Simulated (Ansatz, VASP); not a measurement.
## BeS: VASP beside Ansatz

```
CELL_PARAMETERS angstrom
0.00000 2.31730 2.31730
2.29111 0.00000 2.31730
2.29111 2.31730 0.00000
ATOMIC_POSITIONS crystal
Be 0.00000 0.00000 0.00000
S 0.50000 0.50000 0.50000
```

Change from the starting cell: uniaxial_x strain -1.1%.

Alike in both runs: task single point; functional r2SCAN; k mesh 10 × 10 × 10; no spin polarisation.

```csv
,VASP,Ansatz
version,VASP 6.6.1,Ansatz 0.2.0
potentials or method,"VASP PAW PBE potentials, release 64 (Be, S)","plane waves, PAW"
plane-wave cutoff (eV),520,500
occupations,"gaussian, width 0.01 eV",fixed
valence electrons in the cell,8,8
```

Ansatz gave:

```
gap on the k mesh at the Fermi level (eV)                     : 1.30
pressure (GPa)                                                : 1.3
traceless stress, the component that is largest in VASP (GPa) : 0.78
```

Q: Which values does VASP return?

A: gap on the k mesh at the Fermi level (eV): 1.30; pressure (GPa): 1.2; traceless stress, the component that is largest in VASP (GPa): 0.77.

VASP's potentials were made for PBE, not for r2SCAN.
